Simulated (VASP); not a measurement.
Crystal: HfO2.

```
Hf O
1.0
     3.55802    0.00000    0.00000
     0.00000    3.55802    0.00000
     0.00000    0.00000    5.17186
Hf O
2 4
Direct
  0.00000 0.00000 0.00000
  0.50000 0.50000 0.50000
  0.00000 0.50000 0.19721
  0.50000 0.00000 0.30279
  0.50000 0.00000 0.80279
  0.00000 0.50000 0.69721
```

Base run:

```yaml
Program: VASP 6.6.1
Functional: BLYP
Potentials_or_basis: VASP PAW PBE potentials, release 64 (Hf_pv, O)
Cutoff: 520 eV
k_mesh: 8 × 8 × 5
Occupations: fermi-dirac, width 0.05 eV
Spin: no spin polarisation
```

Its results: band gap on the k mesh 4.79 eV (least direct gap 4.85 eV); pressure 14.1 GPa.

Q: The run is repeated on the same cell with these changes: functional from BLYP to r2SCAN; further incar settings from ALGO = Normal; EDIFF = 1e-06; NBANDS = 31 to ALGO = Normal; EDIFF = 1e-07; NBANDS = 31. What comes out?

A: Band gap on the k mesh 5.30 eV (least direct gap 5.37 eV); pressure 0.4 GPa.

Caveats: the PAW data sets were made with another functional, which shifts forces and pressure a little; spin-orbit coupling is left out, which moves the levels of the heavy elements; an odd mesh through Γ misses points on the zone boundary, where band edges can lie; the cell stands under pressure (at least some runs).
